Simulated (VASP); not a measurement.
# TiO2 (I4/m) in VASP: further runs

The runs below take TiO2 through single point, with revPBE, PBE.

Everything below comes from runs of VASP 6.6.1. Logs are shortened: lines on timing, memory, paths and dates and some standing lists are left out, and cuts for length are marked.

**1. The cell of the first run**

It takes space group I4/m (No. 87, tetragonal). The conventional cell has a = 8.702 Å, b = 8.702 Å, c = 3.775 Å, α = 90.00°, β = 90.00°, γ = 90.00°. Within 2.4 Å of Ti (site symmetry m) lie 6 O at 1.80 to 2.26 Å. O (site symmetry m) has 4 Ti at 1.95 to 2.26 Å and 5 O at 2.62 to 2.65 Å within 2.7 Å. O (site symmetry m) has 2 Ti at 1.80 to 1.81 Å within 2.4 Å.

**2. Single point, revPBE**

INCAR reads:

```
PREC     = Accurate       # precision mode
ENCUT    = 520            # plane-wave cutoff, eV
EDIFF    = 1E-7           # SCF threshold, eV
ISMEAR   = -1             # smearing method
SIGMA    = 0.05           # smearing width, eV
LREAL    = False          # projectors in reciprocal space
LASPH    = True           # aspherical terms in the spheres
NELM     = 80             # most SCF steps
ALGO     = Normal         # electronic algorithm
ISIF     = 2              # what is computed and relaxed
LWAVE    = False          # write WAVECAR
LCHARG   = True           # write CHGCAR
GGA      = RE             # functional
LELF     = True           # ELF
LVHAR    = True         
NBANDS   = 60             # bands
```

KPOINTS reads:

```
regular mesh
0
Gamma
  8 8 8
```

POSCAR reads:

```
TiO2
1.0
   -4.3507577183      4.3507577183      1.8875555959
    4.3507577183     -4.3507577183      1.8875555959
    4.3507577183      4.3507577183     -1.8875555959
Ti O
4 8
Direct
    0.2922817050      0.9971447550      0.2894264600
    0.0028552450      0.2922817050      0.2951369500
    0.9971447550      0.7077182950      0.7048630500
    0.7077182950      0.0028552450      0.7105735400
    0.4988638250      0.8492152850      0.3480791100
    0.1616620200      0.1596026000      0.3212646200
    0.1507847150      0.4988638250      0.6496485400
    0.1596026000      0.8383379800      0.9979405800
    0.8403974000      0.1616620200      0.0020594200
    0.8492152850      0.5011361750      0.3503514600
    0.8383379800      0.8403974000      0.6787353800
    0.5011361750      0.1507847150      0.6519208900
```

Potentials or basis: VASP PAW PBE potentials, release 64 (Ti_sv, O).

Launch:

```bash
cat potpaw_PBE.64/Ti_sv/POTCAR potpaw_PBE.64/O/POTCAR > POTCAR
mpirun -np 1 vasp_std > vasp.out
```

OUTCAR:

```text
PREC = Accurate
   ENCUT = 520
   EDIFF = 1E-7
   ISMEAR = -1
   LREAL = False
   LASPH = True
   NELM = 80
   ISIF = 2
   GGA = RE

 ion  position               nearest neighbor table
   1  0.292  0.997  0.289-   8 1.80   6 1.81  10 1.95  10 1.95   5 2.21  12 2.26
   2  0.003  0.292  0.295-   6 1.80   9 1.81   5 1.95   5 1.95   7 2.21  10 2.26
   3  0.997  0.708  0.705-  11 1.80   8 1.81  12 1.95  12 1.95  10 2.21   7 2.26
   4  0.708  0.003  0.711-   9 1.80  11 1.81   7 1.95   7 1.95  12 2.21   5 2.26
   5  0.499  0.849  0.348-   2 1.95   2 1.95   1 2.21   4 2.26
   6  0.162  0.160  0.321-   2 1.80   1 1.81
   7  0.151  0.499  0.650-   4 1.95   4 1.95   2 2.21   3 2.26
   8  0.160  0.838  0.998-   1 1.80   3 1.81
   9  0.840  0.162  0.002-   4 1.80   2 1.81
  10  0.849  0.501  0.350-   1 1.95   1 1.95   3 2.21   2 2.26
  11  0.838  0.840  0.679-   3 1.80   4 1.81
  12  0.501  0.151  0.652-   3 1.95   3 1.95   4 2.21   1 2.26

  LATTYP: Found a body centered tetragonal cell.
 ALAT       =     8.7015154366
 C/A-ratio  =     0.4338452560

  Lattice vectors:

 A1 = (  -4.3507577183,   4.3507577183,   1.8875555959)
 A2 = (   4.3507577183,  -4.3507577183,   1.8875555959)
 A3 = (   4.3507577183,   4.3507577183,  -1.8875555959)

Analysis of symmetry for initial positions (statically):
=====================================================================
 Subroutine PRICEL returns:
 Original cell was already a primitive cell.

 Routine SETGRP: Setting up the symmetry group for a
 body centered tetragonal supercell.

 Subroutine GETGRP returns: Found  8 space group operations
 (whereof  8 operations were pure point group operations)
 out of a pool of 16 trial point group operations.

The static configuration has the point symmetry C_4h.

Analysis of symmetry for dynamics (positions and initial velocities):
=====================================================================
 Subroutine PRICEL returns:
 Original cell was already a primitive cell.

 Routine SETGRP: Setting up the symmetry group for a
 body centered tetragonal supercell.

 Subroutine GETGRP returns: Found  8 space group operations
 (whereof  8 operations were pure point group operations)
 out of a pool of 16 trial point group operations.

The dynamic configuration has the point symmetry C_4h.

 Subroutine INISYM returns: Found  8 space group operations
 (whereof  8 operations are pure point group operations),
 and found     1 'primitive' translations

----------------------------------------------------------------------------------------

                                     Primitive cell

  volume of cell :     142.9189

  direct lattice vectors                    reciprocal lattice vectors
    -4.350757718  4.350757718  1.887555596     0.000000000  0.114922511  0.264892860
     4.350757718 -4.350757718  1.887555596     0.114922511  0.000000000  0.264892860
     4.350757718  4.350757718 -1.887555596     0.114922511  0.114922511  0.000000000

  length of vectors
     6.435918860  6.435918860  6.435918860     0.288748005  0.288748005  0.162524973

  position of ions in fractional coordinates (direct lattice)
     0.292281705  0.997144755  0.289426460
     0.002855245  0.292281705  0.295136950
     0.997144755  0.707718295  0.704863050
     0.707718295  0.002855245  0.710573540
     0.498863825  0.849215285  0.348079110
     0.161662020  0.159602600  0.321264620
     0.150784715  0.498863825  0.649648540
     0.159602600  0.838337980  0.997940580
     0.840397400  0.161662020  0.002059420
     0.849215285  0.501136175  0.350351460
     0.838337980  0.840397400  0.678735380
     0.501136175  0.150784715  0.651920890

  ion indices of the primitive-cell ions
   primitive index   ion index
                 1           1
                 2           2
                 3           3
                 4           4
                 5           5
                 6           6
                 7           7
                 8           8
                 9           9
                10          10
                11          11
                12          12

----------------------------------------------------------------------------------------

 KPOINTS: regular mesh

Automatic generation of k-mesh.
 Grid dimensions read from file:
 generate k-points for:    8    8    8

 Generating k-lattice:

  Cartesian coordinates                     Fractional coordinates (reciprocal lattice)
     0.000000000  0.014365314  0.033111607     0.125000000  0.000000000  0.000000000
     0.014365314  0.000000000  0.033111607     0.000000000  0.125000000  0.000000000
     0.014365314  0.014365314  0.000000000     0.000000000  0.000000000  0.125000000

  Length of vectors
     0.036093501  0.036093501  0.020315622

  Shift w.r.t. Gamma in fractional coordinates (k-lattice)
     0.000000000  0.000000000  0.000000000

 Subroutine IBZKPT returns following result:
 ===========================================

 Found     78 irreducible k-points:

 Following reciprocal coordinates:
            Coordinates               Weight
  0.000000  0.000000  0.000000      1.000000
  0.125000  0.000000  0.000000      8.000000
  0.250000  0.000000  0.000000      8.000000
  0.375000 -0.000000  0.000000      8.000000
  0.500000  0.000000  0.000000      4.000000
  0.125000  0.125000  0.000000      8.000000
[... 16 lines left out ...]
 -0.375000  0.250000 -0.000000      8.000000
 -0.250000  0.375000  0.000000      8.000000
 [... further k-points ...]
   k-points           NKPTS =     78   k-points in BZ     NKDIM =     78   number of bands    NBANDS=     60
   number of dos      NEDOS =    301   number of ions     NIONS =     12
   total plane-waves  NPLWV = 110592
   dimension x,y,z NGX =    48 NGY =   48 NGZ =   48
   dimension x,y,z NGXF=    96 NGYF=   96 NGZF=   96
   ions per type =               4   8
   NGX,Y,Z   is equivalent  to a cutoff of  12.40, 12.40, 12.40 a.u.
   NGXF,Y,Z  is equivalent  to a cutoff of  24.80, 24.80, 24.80 a.u.
 SYSTEM =  unknown system
   PREC   = accura    normal or accurate (medium, high low for compatibility)
   ISTART =      0    job   : 0-new  1-cont  2-samecut
   ICHARG =      2    charge: 1-file 2-atom 10-const
   ISPIN  =      1    spin polarized calculation?
   LNONCOLLINEAR =      F non collinear calculations
   LSORBIT =      F    spin-orbit coupling
   LASPH  =      T    aspherical Exc in radial PAW
   ENCUT  =  520.0 eV  38.22 Ry    6.18 a.u.  11.97 11.97 11.97*2*pi/ulx,y,z
   NELM   =     80;   NELMIN=  2; NELMDL= -5     # of ELM steps
   EDIFF  = 0.1E-06   stopping-criterion for ELM
   LREAL  =      F    real-space projection
   EDIFFG = 0.1E-05   stopping-criterion for IOM
   NSW    =      0    number of steps for IOM
   IBRION =     -1    ionic relax: 0-MD 1-quasi-New 2-CG
   NFREE  =      0    steps in history (QN), initial steepest desc. (CG)
   ISIF   =      2    stress and relaxation
   ISYM   =      2    0-nonsym 1-usesym 2-fastsym
   POTIM  = 0.5000    time-step for ionic-motion
   TEBEG  =    0.0;   TEEND  =   0.0 temperature during run
   PSTRESS=    0.0 pullay stress
   NELECT =      96.0000    total number of electrons
   NUPDOWN=      -1.0000    fix difference up-down
   EMIN   =  10.00;   EMAX   =-10.00  energy-range for DOS
   EFERMI =   0.00;   METHOD = LEGACY
   ISMEAR =    -1;   SIGMA  =   0.05  broadening in eV -4-tet -1-fermi 0-gaus
   EFERMI_NEDOS =   21; number of points for ismear=-14 and -15
   IALGO  =     38    algorithm
   IMIX   =      4    mixing-type and parameters
     AMIX     =   0.40;   BMIX     =  1.00
     AMIX_MAG =   1.60;   BMIX_MAG =  1.00
  volume/ion in A,a.u.               =      11.91        80.37
  Fermi-wavevector in a.u.,A,eV,Ry     =   1.433734  2.709365 27.968062  2.055595
  Thomas-Fermi vector in A             =   2.553220
   LORBIT       =      0    0 simple, 1 ext, 2 COOP (PROOUT), +10 PAW based schemes
   GGA     = RE    functional components
   LHFCALC =     F    Hartree Fock is set to
   AEXX    =    0.0000 exact exchange contribution
   IVDW    =     0    specifies the selected vdW correction
   LEPSILON=     F    determine dielectric tensor
   LRPA    =     F    only Hartree local field effects (RPA)
 non-spin polarized calculation
  energy-cutoff  :      520.00
  volume of cell :      142.92
 maximum number of plane-waves:      3876
   NGX = 23   NGY = 23   NGZ = 23

 number of electron      95.9999988 magnetization

 Free energy of the ion-electron system (eV)
  ---------------------------------------------------
  ext. energy  EPLUGINS =         0.00000000
  ---------------------------------------------------
  free energy    TOTEN  =      -103.13750228 eV

  energy without entropy =     -103.13750228  energy(sigma->0) =     -103.13750228

 E-fermi :   4.0283     XC(G=0): -10.1775

 val. band max:        3.1781745623   @ k =   0.5000   0.5000   0.5000
 cond. band min:       4.8401870483   @ k =   0.0000   0.0000   0.0000
 fundamental gap:      1.6620124860
 Fermi energy:         4.0282601984

 k-point     1 :       0.0000    0.0000    0.0000
  band No.  band energies     occupation
      1     -53.3095      2.00000
      2     -53.2902      2.00000
      3     -53.2902      2.00000
      4     -53.2739      2.00000
      5     -29.6809      2.00000
      6     -29.6609      2.00000
[... 52 lines left out ...]
     59       7.8572      0.00000
     60       7.9413      0.00000

 k-point     2 :       0.1250    0.0000    0.0000
  band No.  band energies     occupation
      1     -53.3078      2.00000
      2     -53.2898      2.00000
      3     -53.2898      2.00000
      4     -53.2749      2.00000
      5     -29.6746      2.00000
      6     -29.6597      2.00000
[... 52 lines left out ...]
     59       7.7056      0.00000
     60       7.7862      0.00000

 k-point     3 :       0.2500    0.0000    0.0000
  band No.  band energies     occupation
      1     -53.3032      2.00000
      2     -53.2890      2.00000
      3     -53.2890      2.00000
      4     -53.2778      2.00000
      5     -29.6609      2.00000
      6     -29.6583      2.00000
[... 1312 lines left out ...]
     59       7.6256      0.00000
     60       7.8280      0.00000

 k-point    24 :      -0.2500    0.3750    0.0000
  band No.  band energies     occupation
      1     -53.3063      2.00000
      2     -53.2914      2.00000
      3     -53.2884      2.00000
      4     -53.2764      2.00000
      5     -29.6658      2.00000
      6     -29.6523      2.00000
[... 52 lines left out ...]
     59       7.6251      0.00000
     60       7.8260      0.00000

 [... further k-points ...]

------------------------ aborting loop because EDIFF is reached ----------------------------------------

  FORCE on cell =-STRESS in cart. coord.  units (eV):
  Direction    XX          YY          ZZ          XY          YZ          ZX
  --------------------------------------------------------------------------------------
  -------------------------------------------------------------------------------------
  Total        6.0664071      6.0664071      6.2724312      0.0000004      0.0000000      0.0000000
  in kB       68.0068391     68.0068391     70.3164518      0.0000050      0.0000000      0.0000000
  external PRESSURE =      68.7767100 kB  Pullay stress =       0.0000000 kB

 VOLUME and BASIS-vectors are now :
 -----------------------------------------------------------------------------
  energy-cutoff  :      520.00
  volume of cell :      142.92
      direct lattice vectors                 reciprocal lattice vectors
    -4.350757718  4.350757718  1.887555596     0.000000000  0.114922511  0.264892860
     4.350757718 -4.350757718  1.887555596     0.114922511  0.000000000  0.264892860
     4.350757718  4.350757718 -1.887555596     0.114922511  0.114922511  0.000000000

 POSITION                                       TOTAL-FORCE (eV/Angst)
 -----------------------------------------------------------------------------------
      4.32591     -1.80746      1.88756        -0.023455     -0.129698      0.000000
      2.54329      0.02484      0.00000        -0.129698      0.023455      0.000000
      1.80746      4.32591      1.88756         0.129698     -0.023455     -0.000000
      0.02484      6.15822      0.00000         0.023455      0.129698     -0.000000
      3.03870     -0.00989      1.88756        -0.135620      0.013179     -0.000000
      1.38878      1.40670     -0.00000        -0.000347     -0.056335      0.000000
      4.34087      1.31206      0.00000         0.013179      0.135620      0.000000
      7.29481      1.38878      0.00000         0.056335     -0.000347      0.000000
     -2.94405      2.96197      1.88756        -0.056335      0.000347     -0.000000
      0.00989      3.03870      1.88756        -0.013179     -0.135620     -0.000000
      2.96197      2.94405      1.88756         0.000347      0.056335     -0.000000
      1.31206      4.36064      0.00000         0.135620     -0.013179      0.000000
 -----------------------------------------------------------------------------------
    total drift:                               -0.000000     -0.000000      0.000000

  FREE ENERGIE OF THE ION-ELECTRON SYSTEM (eV)
  ---------------------------------------------------
  free  energy   TOTEN  =      -103.1375022831 eV

  energy  without entropy=     -103.1375022813  energy(sigma->0) =     -103.13750228
```

Wall time 20 min (1 thread of Intel Xeon Platinum 8488C (Sapphire Rapids), shared host); peak memory 0.63 GiB.

Results:

```
Free energy            : -103.1375 eV
Pressure               : 6.9 GPa
Largest force          : 0.136 eV/Å
Band gap on the k mesh : 1.66 eV (least direct gap 2.34 eV)
```

Forces in eV/Å, atoms in the order of the input:
```
Ti  -0.023 -0.130  0.000
Ti  -0.130  0.023  0.000
Ti   0.130 -0.023  0.000
Ti   0.023  0.130  0.000
O   -0.136  0.013  0.000
O    0.000 -0.056  0.000
O    0.013  0.136  0.000
O    0.056  0.000  0.000
O   -0.056  0.000  0.000
O   -0.013 -0.136  0.000
O    0.000  0.056  0.000
O    0.136 -0.013  0.000
```

Stress tensor (GPa, compression positive):
```
6.80 0.00 0.00
0.00 6.80 0.00
0.00 0.00 7.03
```

Caveat: the cell stands under pressure; the PAW data sets were made with another functional, which shifts forces and pressure a little.

**3. Single point, PBE**

INCAR reads:

```
SYSTEM = TiO2
ALGO = Normal ; EDIFF = 1E-6
ENCUT = 520 ; GGA = PE
ISIF = 2 ; ISMEAR = -1
LASPH = .TRUE. ; LCHARG = .FALSE.
LREAL = .FALSE. ; LWAVE = .FALSE.
NBANDS = 60 ; NELM = 100
PREC = Accurate ; SIGMA = 0.05
```

KPOINTS reads:

```
k-points
0
G
  8 8 8
  0 0 0
```

POSCAR is that of step 2.

Potentials or basis: VASP PAW PBE potentials, release 64 (Ti_sv, O).

Launch:

```bash
cat potpaw_PBE.64/Ti_sv/POTCAR potpaw_PBE.64/O/POTCAR > POTCAR
mpirun -np 1 vasp_std > vasp.out
```

Run time: 8 min. Hardware: 1 thread of Intel Xeon 6975P-C (Granite Rapids), shared host; peak memory 0.64 GiB.

It converged, with:

```
Free energy            : -107.2911 eV
Pressure               : 3.8 GPa
Largest force          : 0.111 eV/Å
Band gap on the k mesh : 1.62 eV (least direct gap 2.31 eV)
```

Forces on the atoms (eV/Å):
```
Ti  -0.021 -0.109  0.000
Ti  -0.109  0.021  0.000
Ti   0.109 -0.021  0.000
Ti   0.021  0.109  0.000
O   -0.087  0.012  0.000
O    0.010 -0.044  0.000
O    0.012  0.087  0.000
O    0.044  0.010  0.000
O   -0.044 -0.010  0.000
O   -0.012 -0.087  0.000
O   -0.010  0.044  0.000
O    0.087 -0.012  0.000
```

Stress tensor (GPa, compression positive):
```
3.76 0.00 0.00
0.00 3.76 0.00
0.00 0.00 3.95
```

Levels at points of the mesh, in eV from the valence-band top:
| k point | band 45 | band 46 | band 47 | band 48 | band 49 | band 50 | band 51 | band 52 |
| --- | --- | --- | --- | --- | --- | --- | --- | --- |
| (0.00, 0.00, 0.00) | -0.93 | -0.93 | -0.92 | -0.69 | 1.62 | 3.03 | 3.03 | 3.07 |
| (0.50, 0.00, 0.00) | -0.80 | -0.72 | -0.68 | -0.36 | 2.83 | 3.18 | 3.25 | 3.31 |
| (0.50, 0.50, 0.00) | -1.16 | -0.94 | -0.92 | -0.66 | 2.29 | 2.53 | 2.74 | 3.28 |
| (0.50, 0.50, 0.50) | -1.23 | -1.14 | -1.14 | 0.00 | 2.86 | 2.86 | 2.92 | 3.09 |

Caveat: the cell stands under pressure.

**4. Single point, PBE**

INCAR reads:

```
SYSTEM = TiO2
ALGO     = Normal         ! electronic algorithm
EDIFF    = 1E-7           ! SCF threshold, eV
ENCUT    = 520            ! plane-wave cutoff, eV
GGA      = PE             ! functional
ISIF     = 2              ! what is computed and relaxed
ISMEAR   = 0              ! smearing method
LASPH    = .True.         ! aspherical terms in the spheres
LCHARG   = .False.        ! write CHGCAR
LREAL    = .False.        ! projectors in reciprocal space
LWAVE    = .False.        ! write WAVECAR
NBANDS   = 60             ! bands
NELM     = 60             ! most SCF steps
PREC     = Accurate       ! precision mode
SIGMA    = 0.013000000000000001 ! smearing width, eV
```

KPOINTS reads:

```
k-points
0
Gamma
  8 8 8
  0 0 0
```

POSCAR is that of step 3.

Launch:

```bash
cat potpaw_PBE.64/Ti_sv/POTCAR potpaw_PBE.64/O/POTCAR > POTCAR
mpirun -np 1 vasp_std > vasp.out
```

It took 11 min on 1 thread of Intel Xeon 6975P-C (Granite Rapids), shared host; peak memory 0.63 GiB.

The run converged. Its results:

| Item | Value |
| --- | --- |
| Free energy | -107.2911 eV |
| Pressure | 3.8 GPa |
| Largest force | 0.110 eV/Å |
| Band gap on the k mesh | 1.62 eV (least direct gap 2.31 eV) |

Forces in eV/Å, atoms in the order of the input:
```
Ti  -0.021 -0.108  0.000
Ti  -0.108  0.021  0.000
Ti   0.108 -0.021  0.000
Ti   0.021  0.108  0.000
O   -0.087  0.012  0.000
O    0.010 -0.044  0.000
O    0.012  0.087  0.000
O    0.044  0.010  0.000
O   -0.044 -0.010  0.000
O   -0.012 -0.087  0.000
O   -0.010  0.044  0.000
O    0.087 -0.012  0.000
```

Stress tensor (GPa, compression positive):
```
3.74 0.00 0.00
0.00 3.74 0.00
0.00 0.00 3.93
```

Levels at points of the mesh, in eV from the valence-band top:
```
           k point  band 45  band 46  band 47  band 48  band 49  band 50  band 51  band 52
(0.00, 0.00, 0.00)    -0.93    -0.93    -0.92    -0.69     1.62     3.03     3.03     3.07
(0.50, 0.00, 0.00)    -0.80    -0.72    -0.68    -0.36     2.83     3.18     3.25     3.31
(0.50, 0.50, 0.00)    -1.16    -0.94    -0.92    -0.66     2.29     2.53     2.74     3.28
(0.50, 0.50, 0.50)    -1.23    -1.14    -1.14     0.00     2.86     2.86     2.92     3.09
```

Caveat: the cell stands under pressure. A k mesh can miss the band edges.

**5. Summary**

| level | smearing | gap on the mesh (eV) | pressure (GPa) | largest force (eV/Å) |
| --- | --- | --- | --- | --- |
| revPBE | fermi-dirac 0.05 eV | 1.66 | 6.9 | 0.14 |
| PBE | fermi-dirac 0.05 eV | 1.62 | 3.8 | 0.11 |
| PBE | gaussian 0.013 eV | 1.62 | 3.8 | 0.11 |

Alike in all rows: task single point; potentials or basis VASP PAW PBE potentials, release 64 (Ti_sv, O); no spin polarisation; cell as given; k mesh 8 × 8 × 8; cutoff (eV) 520.

On the cell as given the gap runs from 1.62 eV (PBE) to 1.66 eV (revPBE). The pressure there spans 3.8 GPa (PBE) to 6.9 GPa (revPBE); a positive pressure means that this level wants a larger cell, a negative one a smaller.

Caveats: the cell stands under pressure; the PAW data sets were made with another functional, which shifts forces and pressure a little (at least some runs).

Absolute energies hang on the potentials; compare differences alone.
